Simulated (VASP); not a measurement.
# BaO in VASP: single point with PBEsol

Aim: the single point of BaO with PBEsol.

All numbers are computed with VASP 6.6.1; they aren't measurements. Logs are shortened: lines on timing, memory, paths and dates and some standing lists are left out, and cuts for length are marked.

**1. The cell of the first run**

The cell holds a slab with vacuum, 8 atoms: a = 3.882 Å, b = 3.882 Å, c = 26.095 Å, α = 90.00°, β = 90.00°, γ = 120.00°.

**2. Single point, PBEsol**

The input, INCAR:

```
ALGO = Normal ; DIPOL = 0.5 0.5 0.500
EDIFF = 1E-6 ; ENCUT = 520
GGA = PS ; IDIPOL = 3
ISIF = 2 ; ISMEAR = 0
LASPH = T ; LCHARG = T
LDIPOL = T ; LELF = T
LREAL = F ; LVACPOTAV = T
LVHAR = T ; LWAVE = F
NBANDS = 42 ; NELM = 100
PREC = Accurate ; SIGMA = 0.05
```

The input, KPOINTS:

```
k-points
0
Gamma
  9 9 1
```

The input, POSCAR:

```
BaO
1.0
    3.8822785428      0.0000000000      0.0000000000
   -1.9411392714      3.3621518426      0.0000000000
    0.0000000000      0.0000000000     26.0945350474
O Ba
4 4
Direct
    0.3333333333      0.6666666667      0.3086290190
    0.0000000000      0.0000000000      0.4146866664
    0.6666666667      0.3333333333      0.5403524091
    0.3333333333      0.6666666667      0.6678944843
    0.6666666667      0.3333333333      0.3297746803
    0.3333333333      0.6666666667      0.4526938543
    0.0000000000      0.0000000000      0.5792465650
    0.6666666667      0.3333333333      0.7067223216
```

Potentials or basis: VASP PAW PBE potentials, release 64 (O, Ba_sv).

Started as:

```sh
> cat potpaw_PBE.64/O/POTCAR potpaw_PBE.64/Ba_sv/POTCAR > POTCAR
> mpirun -np 1 vasp_std > vasp.out
```

OUTCAR:

```text
EDIFF = 1E-6
   ENCUT = 520
   GGA = PS
   ISIF = 2
   ISMEAR = 0
   LASPH = T
   LREAL = F
   NELM = 100
   PREC = Accurate

 ion  position               nearest neighbor table
   1  0.333  0.667  0.309-   5 2.31   5 2.31   5 2.31
   2  0.000  0.000  0.415-   6 2.45   6 2.45   6 2.45   5 3.15   5 3.15   5 3.15
   3  0.667  0.333  0.540-   7 2.46   7 2.46   7 2.46   6 3.20   6 3.20   6 3.20
   4  0.333  0.667  0.668-   8 2.46   8 2.46   8 2.46   7 3.22   7 3.22   7 3.22
   5  0.667  0.333  0.330-   1 2.31   1 2.31   1 2.31   2 3.15   2 3.15   2 3.15   6 3.91   6 3.91
                             6 3.91
   6  0.333  0.667  0.453-   2 2.45   2 2.45   2 2.45   3 3.20   3 3.20   3 3.20   5 3.91   5 3.91
                             5 3.91   7 3.99   7 3.99   7 3.99
   7  0.000  0.000  0.579-   3 2.46   3 2.46   3 2.46   4 3.22   4 3.22   4 3.22   6 3.99   6 3.99
                             6 3.99   8 4.01   8 4.01   8 4.01
   8  0.667  0.333  0.707-   4 2.46   4 2.46   4 2.46   7 4.01   7 4.01   7 4.01

  LATTYP: Found a hexagonal cell.
 ALAT       =     3.8822785428
 C/A-ratio  =     6.7214484380

  Lattice vectors:

 A1 = (   3.8822785428,   0.0000000000,   0.0000000000)
 A2 = (  -1.9411392714,   3.3621518426,   0.0000000000)
 A3 = (   0.0000000000,   0.0000000000,  26.0945350474)

Analysis of symmetry for initial positions (statically):
=====================================================================
 Subroutine PRICEL returns:
 Original cell was already a primitive cell.

 Routine SETGRP: Setting up the symmetry group for a
 hexagonal supercell.

 Subroutine GETGRP returns: Found  6 space group operations
 (whereof  6 operations were pure point group operations)
 out of a pool of 24 trial point group operations.

The static configuration has the point symmetry C_3v.

Analysis of symmetry for dynamics (positions and initial velocities):
=====================================================================
 Subroutine PRICEL returns:
 Original cell was already a primitive cell.

 Routine SETGRP: Setting up the symmetry group for a
 hexagonal supercell.

 Subroutine GETGRP returns: Found  6 space group operations
 (whereof  6 operations were pure point group operations)
 out of a pool of 24 trial point group operations.

The dynamic configuration has the point symmetry C_3v.

 Subroutine INISYM returns: Found  6 space group operations
 (whereof  6 operations are pure point group operations),
 and found     1 'primitive' translations

----------------------------------------------------------------------------------------

                                     Primitive cell

  volume of cell :     340.6070

  direct lattice vectors                    reciprocal lattice vectors
     3.882278543  0.000000000  0.000000000     0.257580694  0.148714283  0.000000000
    -1.941139271  3.362151843  0.000000000     0.000000000  0.297428566  0.000000000
     0.000000000  0.000000000 26.094535047     0.000000000  0.000000000  0.038322200

  length of vectors
     3.882278543  3.882278543 26.094535047     0.297428566  0.297428566  0.038322200

  position of ions in fractional coordinates (direct lattice)
     0.333333333  0.666666667  0.308629019
     0.000000000  0.000000000  0.414686666
     0.666666667  0.333333333  0.540352409
     0.333333333  0.666666667  0.667894484
     0.666666667  0.333333333  0.329774680
     0.333333333  0.666666667  0.452693854
     0.000000000  0.000000000  0.579246565
     0.666666667  0.333333333  0.706722322

  ion indices of the primitive-cell ions
   primitive index   ion index
                 1           1
                 2           2
                 3           3
                 4           4
                 5           5
                 6           6
                 7           7
                 8           8

----------------------------------------------------------------------------------------

 KPOINTS: k-points

Automatic generation of k-mesh.
 Grid dimensions read from file:
 generate k-points for:    9    9    1

 Generating k-lattice:

  Cartesian coordinates                     Fractional coordinates (reciprocal lattice)
     0.028620077  0.016523809  0.000000000     0.111111111 -0.000000000  0.000000000
     0.000000000  0.033047618  0.000000000     0.000000000  0.111111111  0.000000000
     0.000000000  0.000000000  0.038322200     0.000000000  0.000000000  1.000000000

  Length of vectors
     0.033047618  0.033047618  0.038322200

  Shift w.r.t. Gamma in fractional coordinates (k-lattice)
     0.000000000  0.000000000  0.000000000

 Subroutine IBZKPT returns following result:
 ===========================================

 Found     12 irreducible k-points:

 Following reciprocal coordinates:
            Coordinates               Weight
  0.000000  0.000000  0.000000      1.000000
  0.111111 -0.000000  0.000000      6.000000
  0.222222 -0.000000  0.000000      6.000000
  0.333333 -0.000000  0.000000      6.000000
  0.444444 -0.000000  0.000000      6.000000
  0.111111  0.111111  0.000000      6.000000
  0.222222  0.111111  0.000000     12.000000
  0.333333  0.111111  0.000000     12.000000
  0.444444  0.111111  0.000000      6.000000
  0.222222  0.222222  0.000000      6.000000
  0.333333  0.222222  0.000000     12.000000
  0.333333  0.333333  0.000000      2.000000
   k-points           NKPTS =     12   k-points in BZ     NKDIM =     12   number of bands    NBANDS=     42
   number of dos      NEDOS =    301   number of ions     NIONS =      8
   total plane-waves  NPLWV = 176400
   dimension x,y,z NGX =    30 NGY =   30 NGZ =  196
   dimension x,y,z NGXF=    60 NGYF=   60 NGZF=  392
   ions per type =               4   4
   NGX,Y,Z   is equivalent  to a cutoff of  12.85, 12.85, 12.49 a.u.
   NGXF,Y,Z  is equivalent  to a cutoff of  25.69, 25.69, 24.97 a.u.
 SYSTEM =  unknown system
   PREC   = accura    normal or accurate (medium, high low for compatibility)
   ISTART =      0    job   : 0-new  1-cont  2-samecut
   ICHARG =      2    charge: 1-file 2-atom 10-const
   ISPIN  =      1    spin polarized calculation?
   LNONCOLLINEAR =      F non collinear calculations
   LSORBIT =      F    spin-orbit coupling
   LASPH  =      T    aspherical Exc in radial PAW
   ENCUT  =  520.0 eV  38.22 Ry    6.18 a.u.   7.22  7.22 48.52*2*pi/ulx,y,z
   NELM   =    100;   NELMIN=  2; NELMDL= -5     # of ELM steps
   EDIFF  = 0.1E-05   stopping-criterion for ELM
   LREAL  =      F    real-space projection
   EDIFFG = 0.1E-04   stopping-criterion for IOM
   NSW    =      0    number of steps for IOM
   IBRION =     -1    ionic relax: 0-MD 1-quasi-New 2-CG
   NFREE  =      0    steps in history (QN), initial steepest desc. (CG)
   ISIF   =      2    stress and relaxation
   ISYM   =      2    0-nonsym 1-usesym 2-fastsym
   POTIM  = 0.5000    time-step for ionic-motion
   TEBEG  =    0.0;   TEEND  =   0.0 temperature during run
   PSTRESS=    0.0 pullay stress
   NELECT =      64.0000    total number of electrons
   NUPDOWN=      -1.0000    fix difference up-down
   EMIN   =  10.00;   EMAX   =-10.00  energy-range for DOS
   EFERMI =   0.00;   METHOD = LEGACY
   ISMEAR =     0;   SIGMA  =   0.05  broadening in eV -4-tet -1-fermi 0-gaus
   EFERMI_NEDOS =   21; number of points for ismear=-14 and -15
   IALGO  =     38    algorithm
   IMIX   =      4    mixing-type and parameters
     AMIX     =   0.40;   BMIX     =  1.00
     AMIX_MAG =   1.60;   BMIX_MAG =  1.00
  volume/ion in A,a.u.               =      42.58       287.32
  Fermi-wavevector in a.u.,A,eV,Ry     =   0.937671  1.771940 11.962598  0.879226
  Thomas-Fermi vector in A             =   2.064805
   LORBIT       =      0    0 simple, 1 ext, 2 COOP (PROOUT), +10 PAW based schemes
   GGA     = PS    functional components
   LHFCALC =     F    Hartree Fock is set to
   AEXX    =    0.0000 exact exchange contribution
   IVDW    =     0    specifies the selected vdW correction
   LEPSILON=     F    determine dielectric tensor
   LRPA    =     F    only Hartree local field effects (RPA)
 non-spin polarized calculation
 Gauss-broadening in eV      SIGMA  =   0.05
  energy-cutoff  :      520.00
  volume of cell :      340.61
 maximum number of plane-waves:      9204
 NGX is ok and might be reduce to    30
   NGX = 15   NGY = 15   NGZ = 97

 dipolmoment           0.000000      0.000000      0.074321 electrons x Angstroem

 number of electron      63.9999987 magnetization

 dipolmoment           0.000000      0.000000     -0.141902 electrons x Angstroem

 Free energy of the ion-electron system (eV)
  ---------------------------------------------------
  ext. energy  EPLUGINS =         0.00000000
  ---------------------------------------------------
  free energy    TOTEN  =       -46.37674391 eV

  energy without entropy =      -46.37273939  energy(sigma->0) =      -46.37474165

 E-fermi :  -0.6331     XC(G=0):  -5.4986

 val. band max:       -0.6331591557   @ k =   0.4444   0.1111   0.0000
 cond. band min:      -0.5065573769   @ k =   0.3333   0.2222   0.0000
 fundamental gap:      0.1266017788
 Fermi energy:        -0.6330658258

 k-point     1 :       0.0000    0.0000    0.0000
  band No.  band energies     occupation
      1     -29.2586      2.00000
      2     -27.9916      2.00000
      3     -26.8338      2.00000
      4     -25.8158      2.00000
      5     -18.8283      2.00000
      6     -17.6088      2.00000
[... 34 lines left out ...]
     41       3.8510      0.00000
     42       3.8879      0.00000

 k-point     2 :       0.1111   -0.0000    0.0000
  band No.  band energies     occupation
      1     -29.2331      2.00000
      2     -27.9660      2.00000
      3     -26.8074      2.00000
      4     -25.7794      2.00000
      5     -18.8833      2.00000
      6     -17.6665      2.00000
[... 439 lines left out ...]
     41       3.9917      0.00000
     42       4.5657      0.00000

 k-point    12 :       0.3333    0.3333    0.0000
  band No.  band energies     occupation
      1     -29.0027      2.00000
      2     -27.7336      2.00000
      3     -26.5680      2.00000
      4     -25.4374      2.00000
      5     -19.4161      2.00000
      6     -18.1997      2.00000
[... 34 lines left out ...]
     41       4.1257      0.00000
     42       4.6302      0.00000

------------------------ aborting loop because EDIFF is reached ----------------------------------------

  FORCE on cell =-STRESS in cart. coord.  units (eV):
  Direction    XX          YY          ZZ          XY          YZ          ZX
  --------------------------------------------------------------------------------------
  -------------------------------------------------------------------------------------
  Total       10.5650666     10.5650666      1.3942745      0.0000000      0.0000000     -0.0000000
  in kB       49.6968936     49.6968936      6.5585116      0.0000000      0.0000000     -0.0000000
  external PRESSURE =      35.3174329 kB  Pullay stress =       0.0000000 kB

 VOLUME and BASIS-vectors are now :
 -----------------------------------------------------------------------------
  energy-cutoff  :      520.00
  volume of cell :      340.61
      direct lattice vectors                 reciprocal lattice vectors
     3.882278543  0.000000000  0.000000000     0.257580694  0.148714283  0.000000000
    -1.941139271  3.362151843  0.000000000     0.000000000  0.297428566  0.000000000
     0.000000000  0.000000000 26.094535047     0.000000000  0.000000000  0.038322200

 POSITION                                       TOTAL-FORCE (eV/Angst)
 -----------------------------------------------------------------------------------
     -0.00000      2.24143      8.05353         0.000000     -0.000000     -0.294275
      0.00000      0.00000     10.82106        -0.000000      0.000000     -0.272131
      1.94114      1.12072     14.10024         0.000000      0.000000     -0.266417
     -0.00000      2.24143     17.42840         0.000000      0.000000     -0.278806
      1.94114      1.12072      8.60532        -0.000000     -0.000000      0.230186
     -0.00000      2.24143     11.81284        -0.000000      0.000000      0.287086
      0.00000      0.00000     15.11517        -0.000000      0.000000      0.267561
      1.94114      1.12072     18.44159         0.000000      0.000000      0.326795
 -----------------------------------------------------------------------------------
    total drift:                                0.000000     -0.000000      0.001667

  FREE ENERGIE OF THE ION-ELECTRON SYSTEM (eV)
  ---------------------------------------------------
  free  energy   TOTEN  =       -46.3767439136 eV

  energy  without entropy=      -46.3727393939  energy(sigma->0) =      -46.37474165

 vacuum level on the upper side and lower side of the slab         2.620         4.602
```

Wall time 3.7 min (1 thread of Intel Xeon 6975P-C (Granite Rapids), shared host); peak memory 0.5 GiB.

Results:

- Free energy: -46.3767 eV
- Largest force: 0.327 eV/Å
- Band gap on the k mesh: zero (band 32 reaches -0.40 eV, above the bottom of band 33 at -1.36 eV)

Forces in eV/Å, atoms in the order of the input:
```
O    0.000  0.000 -0.294
O    0.000  0.000 -0.272
O    0.000  0.000 -0.266
O    0.000  0.000 -0.279
Ba   0.000  0.000  0.230
Ba   0.000  0.000  0.287
Ba   0.000  0.000  0.268
Ba   0.000  0.000  0.327
```

Caveat: the PAW data sets were made with another functional, which shifts forces and pressure a little; spin-orbit coupling is left out, which moves the levels of the heavy elements.
